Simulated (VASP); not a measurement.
The system is CdS (sol).

```xyz
2
Lattice="0.0000 2.7532 2.7532 2.7532 0.0000 2.7532 2.7532 2.7532 0.0000" Properties=species:S:1:pos:R:3 pbc="T T T"
Cd    0.0000    0.0000    0.0000
S     2.7532    2.7532    2.7532
```

| Property | Result |
| --- | --- |
| Program | VASP 6.6.1 |
| Task | relaxation of cell and atoms |
| Functional | PBEsol |
| Potentials or basis | VASP PAW PBE potentials, release 64 (Cd, S) |
| Cutoff | 500 eV |
| k mesh | 12 × 12 × 12 |
| Occupations | gaussian, width 0.01 eV |
| Spin | no spin polarisation |

At the start: pressure -4.0 GPa; volume 20.87 Å³/atom.

Q: Where does the relaxation end?

A: Over 3 steps the energy falls by 14.2 meV/atom and the volume is 19.78 Å³/atom (-5.2 %); space group Fm-3m (No. 225, to 0.05 Å).

Step by step:
```csv
step,energy change (eV),largest force (eV/Å),pressure (GPa),volume (Å³)
1,0.0000,0.0000,-3.97,41.74
2,-0.0233,0.0000,1.96,38.70
3,-0.0284,0.0000,0.00,39.56
```

Final structure:
```
Cd S
1.0
     0.00000    2.70444    2.70444
     2.70444    0.00000    2.70444
     2.70444    2.70444    0.00000
Cd S
1 1
Direct
  0.00000 0.00000 0.00000
  0.50000 0.50000 0.50000
```

Caveat: the PAW data sets were made with another functional, which shifts forces and pressure a little.
